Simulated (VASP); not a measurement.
The system is Ca3Ru.

```
CELL_PARAMETERS angstrom
4.56929 0.00000 0.00000
0.00000 4.56929 0.00000
0.00000 0.00000 4.56929
ATOMIC_POSITIONS crystal
Ca 0.00000 0.50000 0.50000
Ca 0.50000 0.00000 0.50000
Ca 0.50000 0.50000 0.00000
Ru 0.00000 0.00000 0.00000
```

```yaml
Program: VASP 6.6.1
Task: relaxation of cell and atoms
Functional: PBE
Potentials_or_basis: VASP PAW PBE potentials, release 64 (Ca_sv, Ru_pv)
Cutoff: 600 eV
k_mesh: 4 × 4 × 4
Occupations: gaussian, width 0.1 eV
Spin: no spin polarisation
```

At the start: pressure 4.6 GPa; volume 23.85 Å³/atom.

Where does the relaxation end?

Over 3 steps the energy falls by 35.6 meV/atom and the volume is 26.61 Å³/atom (+11.6 %); space group Pm-3m (No. 221, to 0.05 Å).

The path:
```
step  energy change (eV)  largest force (eV/Å)  pressure (GPa)  volume (Å³)
   1              0.0000                0.0000            4.62        95.40
   2             -0.1411                0.0000            0.36       105.22
   3             -0.1423                0.0000           -0.04       106.45
```

Final structure:
```yaml
crystal:
  lattice:
    - [4.73925, 0.00000, 0.00000]
    - [0.00000, 4.73925, 0.00000]
    - [0.00000, 0.00000, 4.73925]
  atoms:
    - { symbol: Ca, position: [0.00000, 0.50000, 0.50000] }
    - { symbol: Ca, position: [0.50000, 0.00000, 0.50000] }
    - { symbol: Ca, position: [0.50000, 0.50000, 0.00000] }
    - { symbol: Ru, position: [0.00000, 0.00000, 0.00000] }
```
